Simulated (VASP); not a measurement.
# Zn (P6_3/mmc) in VASP: a series of runs, part 2 of 2

VASP 6.6.1. The steps go on from the part before.

### 3 Single point, r2SCAN

This run uses another cell than the first one, of 14.41 Å³/atom.

The input, POSCAR:

```
Zn
1.0
    2.6154949103      0.0000000000      0.0000000000
   -1.3077474551      2.2650850358      0.0000000000
    0.0000000000      0.0000000000      4.8646246159
Zn
2
Direct
    0.6666666667      0.3333333333      0.7500000000
    0.3333333333      0.6666666667      0.2500000000
```

The input, INCAR.step1:

```
SYSTEM = Zn
PREC = Accurate
ENCUT = 520
ISMEAR = -1
SIGMA = 0.05
LREAL = .FALSE.
LASPH = .TRUE.
NELM = 60
NBANDS = 19
GGA = PE
ALGO = Normal
EDIFF = 1E-4
LWAVE = .TRUE.
LCHARG = .FALSE.
```

The input, INCAR.step2:

```
SYSTEM = Zn
PREC = Accurate
ENCUT = 520
EDIFF = 1E-6
ISMEAR = -1
SIGMA = 0.05
LREAL = .FALSE.
LASPH = .TRUE.
NELM = 60
ALGO = Normal
ISIF = 2
LWAVE = .FALSE.
LCHARG = .FALSE.
METAGGA = R2SCAN
LMIXTAU = .TRUE.
NBANDS = 19
ISTART = 1
```

The input, KPOINTS:

```
Automatic mesh
0
G
  11 11 6
  0 0 0
```

Potentials or basis: VASP PAW PBE potentials, release 64 (Zn).

Command:

```console
> cat potpaw_PBE.64/Zn/POTCAR > POTCAR
> cp INCAR.step1 INCAR
> mpirun -np 1 vasp_std > vasp.out
> cp INCAR.step2 INCAR
> mpirun -np 1 vasp_std > vasp.out
```

OUTCAR:

```text
SYSTEM = Zn
   PREC = Accurate
   ENCUT = 520
   EDIFF = 1E-6
   ISMEAR = -1
   LREAL = .FALSE.
   LASPH = .TRUE.
   NELM = 60
   ISIF = 2
   METAGGA = R2SCAN
   ISTART = 1

 ion  position               nearest neighbor table
   1  0.667  0.333  0.750-   2 2.86   2 2.86   2 2.86   2 2.86   2 2.86   2 2.86
   2  0.333  0.667  0.250-   1 2.86   1 2.86   1 2.86   1 2.86   1 2.86   1 2.86

  LATTYP: Found a hexagonal cell.
 ALAT       =     2.6154949103
 C/A-ratio  =     1.8599250936

  Lattice vectors:
[... 717 lines left out ...]

------------------------ aborting loop because EDIFF is reached ----------------------------------------

  FORCE on cell =-STRESS in cart. coord.  units (eV):
  Direction    XX          YY          ZZ          XY          YZ          ZX
  --------------------------------------------------------------------------------------
  -------------------------------------------------------------------------------------
  Total        0.2580325      0.2580325     -0.1688874      0.0000000     -0.0000000     -0.0000000
  in kB       14.3448908     14.3448908     -9.3890159      0.0000000     -0.0000000     -0.0000000
  external PRESSURE =       6.4335886 kB  Pullay stress =       0.0000000 kB

 VOLUME and BASIS-vectors are now :
 -----------------------------------------------------------------------------
  energy-cutoff  :      520.00
  volume of cell :       28.82
      direct lattice vectors                 reciprocal lattice vectors
     2.615494910  0.000000000  0.000000000     0.382336817  0.220742264  0.000000000
    -1.307747455  2.265085036  0.000000000     0.000000000  0.441484529  0.000000000
     0.000000000  0.000000000  4.864624616     0.000000000  0.000000000  0.205565707

 POSITION                                       TOTAL-FORCE (eV/Angst)
 -----------------------------------------------------------------------------------
      1.30775      0.75503      3.64847        -0.000000     -0.000000      0.000000
     -0.00000      1.51006      1.21616         0.000000      0.000000      0.000000
 -----------------------------------------------------------------------------------
    total drift:                               -0.000000      0.000000     -0.000000

  FREE ENERGIE OF THE ION-ELECTRON SYSTEM (eV)
  ---------------------------------------------------
  free  energy   TOTEN  =       -17.7840880056 eV

  energy  without entropy=      -17.7801122773  energy(sigma->0) =      -17.78210014
```

OUTCAR.step1:

```text
SYSTEM = Zn
   PREC = Accurate
   ENCUT = 520
   ISMEAR = -1
   LREAL = .FALSE.
   LASPH = .TRUE.
[... 752 lines left out ...]
      1.30775      0.75503      3.64847         0.000000      0.000000      0.000000
     -0.00000      1.51006      1.21616        -0.000000      0.000000      0.000000
 -----------------------------------------------------------------------------------
    total drift:                               -0.000000      0.000000     -0.000000

  FREE ENERGIE OF THE ION-ELECTRON SYSTEM (eV)
  ---------------------------------------------------
  free  energy   TOTEN  =        -2.1786612717 eV

  energy  without entropy=       -2.1740002185  energy(sigma->0) =       -2.17633075
```

OSZICAR.step1:

```text
N       E                     dE             d eps       ncg     rms          rms(c)
DAV:   1     0.112403222748E+03    0.11240E+03   -0.12341E+04  2560   0.202E+03
DAV:   2     0.241156710425E+01   -0.10999E+03   -0.10616E+03  2455   0.295E+02
DAV:   3    -0.238919689495E+01   -0.48008E+01   -0.47787E+01  2711   0.681E+01
DAV:   4    -0.241626095935E+01   -0.27064E-01   -0.27057E-01  2708   0.517E+00
DAV:   5    -0.241629401563E+01   -0.33056E-04   -0.33056E-04  2629   0.165E-01    0.451E+00
DAV:   6    -0.219497565992E+01    0.22132E+00   -0.83679E-01  2701   0.197E+01    0.329E+00
DAV:   7    -0.218386683627E+01    0.11109E-01   -0.29050E-02  3085   0.291E+00    0.167E+00
DAV:   8    -0.217865926962E+01    0.52076E-02   -0.17706E-03  3337   0.677E-01    0.477E-02
DAV:   9    -0.217866127175E+01   -0.20021E-05   -0.22877E-04  2210   0.203E-01
   1 F= -.21786613E+01 E0= -.21763307E+01  d E =-.466105E-02
```

It took 2.7 min on 1 thread of Intel Xeon 8259CL, shared host; peak memory 0.16 GiB.

Results:

| Item | Value |
| --- | --- |
| Free energy | -17.7841 eV |
| Pressure | 0.6 GPa |
| Band gap on the k mesh | zero (bands 12 and 13 overlap by 4.87 eV) |

Levels at points of the mesh, in eV from the Fermi level:
```tsv
k point	band 10	band 11	band 12	band 13	band 14	band 15
(0.00, 0.00, 0.00)	-7.33	-7.33	-3.94	-2.96	14.97	18.59
(0.00, 0.00, 0.50)	-7.43	-7.43	-7.43	5.13	5.13	20.84
```

Caveat: the PAW data sets were made with another functional, which shifts forces and pressure a little.

### 4 Single point, r2SCAN

This run uses another cell than the first one, of 14.72 Å³/atom.

The input, POSCAR:

```
Zn
1.0
    2.6339144954      0.0000000000      0.0000000000
   -1.3169572477      2.2810368644      0.0000000000
    0.0000000000      0.0000000000      4.8988836645
Zn
2
Direct
    0.6666666667      0.3333333333      0.7500000000
    0.3333333333      0.6666666667      0.2500000000
```

The input, INCAR.step1:

```
PREC = Accurate ; ENCUT = 520
ISMEAR = -1 ; SIGMA = 0.05
LREAL = F ; LASPH = T
NELM = 80 ; NBANDS = 19
GGA = PE ; ALGO = Normal
EDIFF = 1E-4 ; LWAVE = T
LCHARG = F
```

The input, INCAR.step2:

```
PREC = Accurate ; ENCUT = 520
EDIFF = 1E-6 ; ISMEAR = -1
SIGMA = 0.05 ; LREAL = F
LASPH = T ; NELM = 80
ALGO = Normal ; ISIF = 2
LWAVE = F ; LCHARG = F
METAGGA = R2SCAN ; LMIXTAU = T
NBANDS = 19 ; ISTART = 1
```

The input, KPOINTS:

```
regular mesh
0
Gamma
  11 11 6
```

Command:

```console
> cat potpaw_PBE.64/Zn/POTCAR > POTCAR
> cp INCAR.step1 INCAR
> mpirun -np 1 vasp_std > vasp.out
> cp INCAR.step2 INCAR
> mpirun -np 1 vasp_std > vasp.out
```

Wall time 3.1 min (1 thread of Intel Xeon 8259CL, shared host); peak memory 0.16 GiB.

Results (log left out):

- Free energy: -17.7823 eV
- Pressure: -1.3 GPa
- Band gap on the k mesh: zero (bands 12 and 13 overlap by 4.87 eV)

Stress tensor (GPa, compression positive):
```
-0.78  0.00  0.00
 0.00 -0.78  0.00
 0.00  0.00 -2.22
```

Levels at points of the mesh, in eV from the Fermi level:
```csv
k point,band 8,band 9,band 10,band 11,band 12,band 13,band 14,band 15,band 16,band 17
"(0.00, 0.00, 0.00)",-7.53,-7.53,-7.31,-7.31,-3.83,-2.98,14.76,18.36,19.07,19.07
"(0.00, 0.00, 0.50)",-7.91,-7.40,-7.40,-7.40,-7.40,5.05,5.05,20.50,20.50,20.50
```

Caveat: the PAW data sets were made with another functional, which shifts forces and pressure a little.

### 5 Single point, r2SCAN

This run uses another cell than the first one, of 15.02 Å³/atom.

The input, POSCAR:

```
Zn
1.0
    2.6520799970      0.0000000000      0.0000000000
   -1.3260399985      2.2967686502      0.0000000000
    0.0000000000      0.0000000000      4.9326701367
Zn
2
Direct
    0.6666666667      0.3333333333      0.7500000000
    0.3333333333      0.6666666667      0.2500000000
```

The input, INCAR.step1:

```
  ALGO = Normal
  EDIFF = 1E-4
  ENCUT = 520
  GGA = PE
  ISMEAR = -1
  LASPH = True
  LCHARG = False
  LREAL = False
  LWAVE = True
  NBANDS = 19
  NELM = 100
  PREC = Accurate
  SIGMA = 0.05
```

The input, INCAR.step2:

```
  ALGO = Normal
  EDIFF = 1E-6
  ENCUT = 520
  ISIF = 2
  ISMEAR = -1
  ISTART = 1
  LASPH = True
  LCHARG = True
  LELF = True
  LMIXTAU = True
  LREAL = False
  LVHAR = True
  LWAVE = False
  METAGGA = R2SCAN
  NBANDS = 19
  NELM = 100
  PREC = Accurate
  SIGMA = 0.05
```

The input, KPOINTS:

```
k-points
0
Gamma
  11 11 6
```

Command:

```console
> cat potpaw_PBE.64/Zn/POTCAR > POTCAR
> cp INCAR.step1 INCAR
> mpirun -np 1 vasp_std > vasp.out
> cp INCAR.step2 INCAR
> mpirun -np 1 vasp_std > vasp.out
```

Wall time 3.3 min (1 thread of Intel Xeon 8259CL, shared host); peak memory 0.16 GiB.

It converged, with:

| Quantity | Value |
| --- | --- |
| Free energy | -17.7732 eV |
| Pressure | -3.0 GPa |
| Band gap on the k mesh | zero (bands 12 and 13 overlap by 4.88 eV) |

Stress tensor (GPa, compression positive):
```
-2.73  0.00  0.00
 0.00 -2.73  0.00
 0.00  0.00 -3.53
```

Levels at points of the mesh, in eV from the Fermi level:
| k point | band 8 | band 9 | band 10 | band 11 | band 12 | band 13 | band 14 | band 15 | band 16 | band 17 |
| --- | --- | --- | --- | --- | --- | --- | --- | --- | --- | --- |
| (0.00, 0.00, 0.00) | -7.49 | -7.49 | -7.28 | -7.28 | -3.73 | -3.01 | 14.55 | 18.13 | 18.78 | 18.78 |
| (0.00, 0.00, 0.50) | -7.84 | -7.37 | -7.37 | -7.37 | -7.37 | 4.97 | 4.97 | 20.18 | 20.18 | 20.18 |

Caveat: the PAW data sets were made with another functional, which shifts forces and pressure a little.

### 6 The runs side by side

| level | cell | gap on the mesh (eV) | pressure (GPa) |
| --- | --- | --- | --- |
| PBEsol | a = 2.722, b = 2.722, c = 5.063 Å, angles 90.0, 90.0, 120.0°, 2 atoms | none | -8.2 |
| r2SCAN | a = 2.615, b = 2.615, c = 4.865 Å, angles 90.0, 90.0, 120.0°, 2 atoms | none | 0.6 |
| r2SCAN | a = 2.634, b = 2.634, c = 4.899 Å, angles 90.0, 90.0, 120.0°, 2 atoms | none | -1.3 |
| r2SCAN | a = 2.652, b = 2.652, c = 4.933 Å, angles 90.0, 90.0, 120.0°, 2 atoms | none | -3.0 |

Alike in all rows: task single point; potentials or basis VASP PAW PBE potentials, release 64 (Zn); no spin polarisation; k mesh 11 × 11 × 6; cutoff (eV) 520; smearing fermi-dirac 0.05 eV.

Caveats: the PAW data sets were made with another functional, which shifts forces and pressure a little; the cell stands under tension (at least some runs).

Total energies depend on the potentials used, so only differences within one code and one set of settings carry meaning.
